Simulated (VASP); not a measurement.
# Li (P6_3/mmc) in VASP: settings compared

Li is run at these levels: r2SCAN, r2SCAN0; tasks: single point.

Everything below comes from runs of VASP 6.6.1. Logs are shortened: lines on timing, memory, paths and dates and some standing lists are left out, and cuts for length are marked.

**1. The cell of the first run**

The structure is hexagonal, space group P6_3/mmc (No. 194). The conventional cell has a = 3.098 Å, b = 3.098 Å, c = 5.053 Å, α = 90.00°, β = 90.00°, γ = 120.00°. Within 4.1 Å of Li (site symmetry -6m2) lie 12 Li at 3.10 Å.

**2. Single point, r2SCAN**

Input file POSCAR:

```
Li
1.0
    3.0980832954      0.0000000000      0.0000000000
   -1.5490416477      2.6830188369      0.0000000000
    0.0000000000      0.0000000000      5.0530177159
Li
2
Direct
    0.3333333333      0.6666666667      0.2500000000
    0.6666666667      0.3333333333      0.7500000000
```

Input file INCAR.step1:

```
  PREC = Accurate
  ENCUT = 520
  ISMEAR = -1
  SIGMA = 0.1
  LREAL = F
  LASPH = T
  NELM = 100
  NBANDS = 10
  GGA = PE
  ALGO = Normal
  EDIFF = 1E-4
  LWAVE = T
  LCHARG = F
```

Input file INCAR.step2:

```
  PREC = Accurate
  ENCUT = 520
  EDIFF = 1E-6
  ISMEAR = -1
  SIGMA = 0.1
  LREAL = F
  LASPH = T
  NELM = 100
  ALGO = Normal
  ISIF = 2
  LWAVE = F
  LCHARG = F
  METAGGA = R2SCAN
  LMIXTAU = T
  NBANDS = 10
  ISTART = 1
```

Input file KPOINTS:

```
Automatic mesh
0
Gamma
  6 6 3
```

Potentials or basis: VASP PAW PBE potentials, release 64 (Li_sv).

On the command line:

```sh
$ cat potpaw_PBE.64/Li_sv/POTCAR > POTCAR
$ cp INCAR.step1 INCAR
$ mpirun -np 1 vasp_std > vasp.out
$ cp INCAR.step2 INCAR
$ mpirun -np 1 vasp_std > vasp.out
```

OUTCAR:

```text
PREC = Accurate
   ENCUT = 520
   EDIFF = 1E-6
   ISMEAR = -1
   LREAL = F
   LASPH = T
   NELM = 100
   ISIF = 2
   METAGGA = R2SCAN
   ISTART = 1

 ion  position               nearest neighbor table
   1  0.333  0.667  0.250-
   2  0.667  0.333  0.750-

  LATTYP: Found a hexagonal cell.
 ALAT       =     3.0980832954
 C/A-ratio  =     1.6310141575

  Lattice vectors:

 A1 = (   3.0980832954,   0.0000000000,   0.0000000000)
 A2 = (  -1.5490416477,   2.6830188369,   0.0000000000)
 A3 = (   0.0000000000,   0.0000000000,   5.0530177159)

Analysis of symmetry for initial positions (statically):
=====================================================================
 Subroutine PRICEL returns:
 Original cell was already a primitive cell.

 Routine SETGRP: Setting up the symmetry group for a
 hexagonal supercell.

 Subroutine GETGRP returns: Found 24 space group operations
 (whereof 12 operations were pure point group operations)
 out of a pool of 24 trial point group operations.

The static configuration has the point symmetry D_3d.
 The point group associated with its full space group is D_6h.

Analysis of symmetry for dynamics (positions and initial velocities):
=====================================================================
 Subroutine PRICEL returns:
 Original cell was already a primitive cell.

 Routine SETGRP: Setting up the symmetry group for a
 hexagonal supercell.

 Subroutine GETGRP returns: Found 24 space group operations
 (whereof 12 operations were pure point group operations)
 out of a pool of 24 trial point group operations.

The dynamic configuration has the point symmetry D_3d.
 The point group associated with its full space group is D_6h.

 Subroutine INISYM returns: Found 24 space group operations
 (whereof 12 operations are pure point group operations),
 and found     1 'primitive' translations

----------------------------------------------------------------------------------------

                                     Primitive cell

  volume of cell :      42.0018

  direct lattice vectors                    reciprocal lattice vectors
     3.098083295  0.000000000  0.000000000     0.322780218  0.186357245  0.000000000
    -1.549041648  2.683018837  0.000000000     0.000000000  0.372714491  0.000000000
     0.000000000  0.000000000  5.053017716     0.000000000  0.000000000  0.197901542

  length of vectors
     3.098083295  3.098083295  5.053017716     0.372714491  0.372714491  0.197901542

  position of ions in fractional coordinates (direct lattice)
     0.333333333  0.666666667  0.250000000
     0.666666667  0.333333333  0.750000000

  ion indices of the primitive-cell ions
   primitive index   ion index
                 1           1
                 2           2

----------------------------------------------------------------------------------------

 KPOINTS: Automatic mesh

Automatic generation of k-mesh.
 Grid dimensions read from file:
 generate k-points for:    6    6    3

 Generating k-lattice:

  Cartesian coordinates                     Fractional coordinates (reciprocal lattice)
     0.053796703  0.031059541  0.000000000     0.166666667  0.000000000  0.000000000
     0.000000000  0.062119082  0.000000000     0.000000000  0.166666667  0.000000000
     0.000000000  0.000000000  0.065967181     0.000000000  0.000000000  0.333333333

  Length of vectors
     0.062119082  0.062119082  0.065967181

  Shift w.r.t. Gamma in fractional coordinates (k-lattice)
     0.000000000  0.000000000  0.000000000

 Subroutine IBZKPT returns following result:
 ===========================================

 Found     14 irreducible k-points:

 Following reciprocal coordinates:
            Coordinates               Weight
  0.000000  0.000000  0.000000      1.000000
  0.166667  0.000000  0.000000      6.000000
  0.333333  0.000000  0.000000      6.000000
  0.500000 -0.000000  0.000000      3.000000
  0.166667  0.166667  0.000000      6.000000
  0.333333  0.166667  0.000000     12.000000
  0.333333  0.333333  0.000000      2.000000
  0.000000  0.000000  0.333333      2.000000
  0.166667  0.000000  0.333333     12.000000
  0.333333  0.000000  0.333333     12.000000
  0.500000 -0.000000  0.333333      6.000000
  0.166667  0.166667  0.333333     12.000000
  0.333333  0.166667  0.333333     24.000000
  0.333333  0.333333  0.333333      4.000000
   k-points           NKPTS =     14   k-points in BZ     NKDIM =     14   number of bands    NBANDS=     10
   number of dos      NEDOS =    301   number of ions     NIONS =      2
   total plane-waves  NPLWV =  23040
   dimension x,y,z NGX =    24 NGY =   24 NGZ =   40
   dimension x,y,z NGXF=    48 NGYF=   48 NGZF=   80
   ions per type =               2
   NGX,Y,Z   is equivalent  to a cutoff of  12.88, 12.88, 13.16 a.u.
   NGXF,Y,Z  is equivalent  to a cutoff of  25.76, 25.76, 26.32 a.u.
 SYSTEM =  unknown system
   PREC   = accura    normal or accurate (medium, high low for compatibility)
   ISTART =      1    job   : 0-new  1-cont  2-samecut
   ICHARG =      0    charge: 1-file 2-atom 10-const
   ISPIN  =      1    spin polarized calculation?
   LNONCOLLINEAR =      F non collinear calculations
   LSORBIT =      F    spin-orbit coupling
   LASPH  =      T    aspherical Exc in radial PAW
   ENCUT  =  520.0 eV  38.22 Ry    6.18 a.u.   5.76  5.76  9.40*2*pi/ulx,y,z
   NELM   =    100;   NELMIN=  2; NELMDL=  0     # of ELM steps
   EDIFF  = 0.1E-05   stopping-criterion for ELM
   LREAL  =      F    real-space projection
   EDIFFG = 0.1E-04   stopping-criterion for IOM
   NSW    =      0    number of steps for IOM
   IBRION =     -1    ionic relax: 0-MD 1-quasi-New 2-CG
   NFREE  =      0    steps in history (QN), initial steepest desc. (CG)
   ISIF   =      2    stress and relaxation
   ISYM   =      2    0-nonsym 1-usesym 2-fastsym
   POTIM  = 0.5000    time-step for ionic-motion
   TEBEG  =    0.0;   TEEND  =   0.0 temperature during run
   PSTRESS=    0.0 pullay stress
   NELECT =       6.0000    total number of electrons
   NUPDOWN=      -1.0000    fix difference up-down
   EMIN   =  10.00;   EMAX   =-10.00  energy-range for DOS
   EFERMI =   0.00;   METHOD = LEGACY
   ISMEAR =    -1;   SIGMA  =   0.10  broadening in eV -4-tet -1-fermi 0-gaus
   EFERMI_NEDOS =   21; number of points for ismear=-14 and -15
   IALGO  =     38    algorithm
   IMIX   =      4    mixing-type and parameters
     AMIX     =   0.40;   BMIX     =  1.00
     AMIX_MAG =   1.60;   BMIX_MAG =  1.00
  volume/ion in A,a.u.               =      21.00       141.72
  Fermi-wavevector in a.u.,A,eV,Ry     =   0.855794  1.617217  9.964687  0.732384
  Thomas-Fermi vector in A             =   1.972598
   LORBIT       =      0    0 simple, 1 ext, 2 COOP (PROOUT), +10 PAW based schemes
   METAGGA = R2SCAN    functional components
   LHFCALC =     F    Hartree Fock is set to
   AEXX    =    0.0000 exact exchange contribution
   IVDW    =     0    specifies the selected vdW correction
   LEPSILON=     F    determine dielectric tensor
   LRPA    =     F    only Hartree local field effects (RPA)
 non-spin polarized calculation
  energy-cutoff  :      520.00
  volume of cell :       42.00
 maximum number of plane-waves:      1152
 NGX is ok and might be reduce to    24
   NGX = 11   NGY = 11   NGZ = 19

 number of electron       5.9999992 magnetization

 Free energy of the ion-electron system (eV)
  ---------------------------------------------------
  ext. energy  EPLUGINS =         0.00000000
  ---------------------------------------------------
  free energy    TOTEN  =        -4.73522028 eV

  energy without entropy =       -4.68251140  energy(sigma->0) =       -4.70886584

 E-fermi :   0.5097     XC(G=0):  -7.3600

 val. band max:        0.4575359394   @ k =   0.5000  -0.0000   0.0000
 cond. band min:       0.5266181858   @ k =   0.3333   0.1667   0.3333
 fundamental gap:      0.0690822464
 Fermi energy:         0.5096945050

 k-point     1 :       0.0000    0.0000    0.0000
  band No.  band energies     occupation
      1     -47.6175      2.00000
      2     -47.6009      2.00000
      3      -3.2707      2.00000
      4       0.5524      0.78984
      5       3.6070      0.00000
      6      14.0143      0.00000
      7      14.0153      0.00000
      8      15.4283      0.00000
      9      15.4292      0.00000
     10      16.3442      0.00000

 k-point     2 :       0.1667    0.0000    0.0000
  band No.  band energies     occupation
      1     -47.6139      2.00000
      2     -47.5993      2.00000
      3      -2.7971      2.00000
      4       1.1662      0.00281
      5       3.7820      0.00000
      6      10.3560      0.00000
      7      11.9278      0.00000
      8      15.1246      0.00000
      9      15.1762      0.00000
     10      15.2969      0.00000

 k-point     3 :       0.3333    0.0000    0.0000
  band No.  band energies     occupation
      1     -47.6060      2.00000
      2     -47.5965      2.00000
      3      -1.3817      2.00000
      4       2.9974      0.00000
      5       3.5954      0.00000
      6       6.9729      0.00000
      7      10.2032      0.00000
      8      10.3831      0.00000
      9      11.0821      0.00000
     10      14.7717      0.00000

 k-point     4 :       0.5000   -0.0000    0.0000
  band No.  band energies     occupation
      1     -47.6011      2.00000
      2     -47.5959      2.00000
      3       0.4575      1.25504
      4       1.6321      0.00003
      5       5.5502      0.00000
      6       6.6697      0.00000
      7       7.2009      0.00000
      8       8.7959      0.00000
      9       9.6139      0.00000
     10      14.2519      0.00000

 k-point     5 :       0.1667    0.1667    0.0000
  band No.  band energies     occupation
      1     -47.6080      2.00000
      2     -47.5970      2.00000
      3      -1.8465      2.00000
      4       2.3901      0.00000
      5       4.0278      0.00000
      6       7.5888      0.00000
      7       9.0850      0.00000
      8      12.6575      0.00000
      9      13.5684      0.00000
     10      13.9964      0.00000

 k-point     6 :       0.3333    0.1667    0.0000
  band No.  band energies     occupation
      1     -47.6012      2.00000
      2     -47.5958      2.00000
      3       0.0235      1.98465
      4       2.9611      0.00000
      5       4.7932      0.00000
      6       5.6889      0.00000
      7       7.5214      0.00000
      8       8.5683      0.00000
      9      11.4846      0.00000
     10      12.4970      0.00000

 k-point     7 :       0.3333    0.3333    0.0000
  band No.  band energies     occupation
      1     -47.5972      2.00000
      2     -47.5972      2.00000
      3       1.9100      0.00000
      4       2.9017      0.00000
      5       2.9018      0.00000
      6       7.2415      0.00000
      7       7.3737      0.00000
      8       7.3737      0.00000
      9       9.3136      0.00000
     10      11.8336      0.00000

 k-point     8 :       0.0000    0.0000    0.3333
  band No.  band energies     occupation
      1     -47.6135      2.00000
      2     -47.6053      2.00000
      3      -2.7372      2.00000
      4      -1.1652      2.00000
      5       6.5794      0.00000
      6      11.7659      0.00000
      7      14.5285      0.00000
      8      14.5295      0.00000
      9      15.4170      0.00000
     10      15.4181      0.00000

 k-point     9 :       0.1667    0.0000    0.3333
  band No.  band energies     occupation
      1     -47.6103      2.00000
      2     -47.6030      2.00000
      3      -2.2598      2.00000
      4      -0.6654      1.99998
      5       6.8292      0.00000
      6      10.6941      0.00000
      7      12.2896      0.00000
      8      12.5641      0.00000
      9      12.8063      0.00000
     10      14.3542      0.00000

 k-point    10 :       0.3333    0.0000    0.3333
  band No.  band energies     occupation
      1     -47.6035      2.00000
      2     -47.5988      2.00000
      3      -0.8494      2.00000
      4       0.7402      0.18143
      5       5.7777      0.00000
      6       7.4879      0.00000
      7       9.2397      0.00000
      8      10.8616      0.00000
      9      12.7635      0.00000
     10      13.1257      0.00000

 k-point    11 :       0.5000   -0.0000    0.3333
  band No.  band energies     occupation
      1     -47.5998      2.00000
      2     -47.5973      2.00000
      3       0.8836      0.04645
      4       1.5572      0.00006
      5       4.4934      0.00000
      6       4.5232      0.00000
      7      10.2753      0.00000
      8      10.7844      0.00000
      9      11.2149      0.00000
     10      12.1944      0.00000

 k-point    12 :       0.1667    0.1667    0.3333
  band No.  band energies     occupation
      1     -47.6053      2.00000
      2     -47.5998      2.00000
      3      -1.3078      2.00000
      4       0.3080      1.76519
      5       7.1372      0.00000
      6       8.0663      0.00000
      7       9.0024      0.00000
      8      10.7633      0.00000
      9      11.6599      0.00000
     10      13.2365      0.00000

 k-point    13 :       0.3333    0.1667    0.3333
  band No.  band energies     occupation
      1     -47.5998      2.00000
      2     -47.5972      2.00000
      3       0.5266      0.91558
      4       1.9050      0.00000
      5       4.5621      0.00000
      6       5.7851      0.00000
      7       7.6733      0.00000
      8       9.3301      0.00000
      9      11.4552      0.00000
     10      12.9883      0.00000

 k-point    14 :       0.3333    0.3333    0.3333
  band No.  band energies     occupation
      1     -47.5971      2.00000
      2     -47.5971      2.00000
      3       2.6008      0.00000
      4       2.8632      0.00000
      5       2.8633      0.00000
      6       4.6471      0.00000
      7       7.1886      0.00000
      8       7.1886      0.00000
      9      12.9025      0.00000
     10      12.9026      0.00000

------------------------ aborting loop because EDIFF is reached ----------------------------------------

  FORCE on cell =-STRESS in cart. coord.  units (eV):
  Direction    XX          YY          ZZ          XY          YZ          ZX
  --------------------------------------------------------------------------------------
  -------------------------------------------------------------------------------------
  Total        0.1031604      0.1031604     -0.1002012     -0.0000000      0.0000000      0.0000000
  in kB        3.9351020      3.9351020     -3.8222230     -0.0000000      0.0000000      0.0000000
  external PRESSURE =       1.3493270 kB  Pullay stress =       0.0000000 kB

 VOLUME and BASIS-vectors are now :
 -----------------------------------------------------------------------------
  energy-cutoff  :      520.00
  volume of cell :       42.00
      direct lattice vectors                 reciprocal lattice vectors
     3.098083295  0.000000000  0.000000000     0.322780218  0.186357245  0.000000000
    -1.549041648  2.683018837  0.000000000     0.000000000  0.372714491  0.000000000
     0.000000000  0.000000000  5.053017716     0.000000000  0.000000000  0.197901542

 POSITION                                       TOTAL-FORCE (eV/Angst)
 -----------------------------------------------------------------------------------
     -0.00000      1.78868      1.26325         0.000000      0.000000      0.000000
      1.54904      0.89434      3.78976        -0.000000      0.000000      0.000000
 -----------------------------------------------------------------------------------
    total drift:                                0.000000     -0.000000      0.000000

  FREE ENERGIE OF THE ION-ELECTRON SYSTEM (eV)
  ---------------------------------------------------
  free  energy   TOTEN  =        -4.7352202850 eV

  energy  without entropy=       -4.6825113974  energy(sigma->0) =       -4.70886584
```

It took 51 s on 1 thread of Intel Xeon 8259CL, shared host; peak memory 0.15 GiB.

Results:

- Free energy: -4.7352 eV
- Band gap on the k mesh: zero (band 3 reaches 2.60 eV, above the bottom of band 4 at -1.17 eV)

Caveat: the k points lie up to 0.41 Å⁻¹ apart; the cutoff is under 1.25 times the usual one of these potentials, so pressure, stress and relaxed cells hold a basis-set (Pulay) error; the PAW data sets were made with another functional, which shifts forces and pressure a little.

**3. Single point, r2SCAN0**

POSCAR is that of step 2.

Input file INCAR.step1:

```
SYSTEM = Li
PREC = Accurate
ENCUT = 520
EDIFF = 1E-5
ISMEAR = -1
SIGMA = 0.1
LREAL = .FALSE.
LASPH = .TRUE.
NELM = 60
ALGO = Normal
ISIF = 2
LWAVE = .TRUE.
GGA = PE
NBANDS = 10
```

Input file INCAR.step2:

```
SYSTEM = Li
PREC = Accurate
ENCUT = 520
EDIFF = 1E-6
ISMEAR = -1
SIGMA = 0.1
LREAL = .FALSE.
LASPH = .TRUE.
NELM = 60
ALGO = Normal
ISIF = 2
LWAVE = .FALSE.
LCHARG = .TRUE.
METAGGA = R2SCAN
LHFCALC = .TRUE.
AEXX = 0.25
LMIXTAU = .TRUE.
PRECFOCK = Normal
LELF = .TRUE.
LVHAR = .TRUE.
ISTART = 1
NBANDS = 10
```

Input file KPOINTS:

```
regular mesh
0
G
  6 6 3
  0 0 0
```

Potentials or basis: VASP PAW PBE potentials, release 64 (Li_sv).

On the command line:

```sh
$ cat potpaw_PBE.64/Li_sv/POTCAR > POTCAR
$ cp INCAR.step1 INCAR
$ mpirun -np 1 vasp_std > vasp.out
$ cp INCAR.step2 INCAR
$ mpirun -np 1 vasp_std > vasp.out
```

It took 8.6 min on 1 thread of Intel Xeon 8259CL, shared host; peak memory 0.17 GiB.

The run converged. Its results:

- Free energy: -4.9353 eV
- Band gap on the k mesh: zero (band 3 reaches 3.14 eV, above the bottom of band 4 at -1.80 eV)

Levels at points of the mesh, in eV from the Fermi level:
```csv
k point,band 1,band 2,band 3,band 4,band 5,band 6,band 7
"(0.00, 0.00, 0.00)",-51.80,-51.78,-4.90,0.43,3.49,13.99,13.99
"(0.50, 0.00, 0.00)",-51.78,-51.77,-0.37,1.49,5.67,6.80,7.22
```

Caveat: the k points lie up to 0.41 Å⁻¹ apart; the cutoff is under 1.25 times the usual one of these potentials, so pressure, stress and relaxed cells hold a basis-set (Pulay) error; the PAW data sets were made with another functional, which shifts forces and pressure a little.
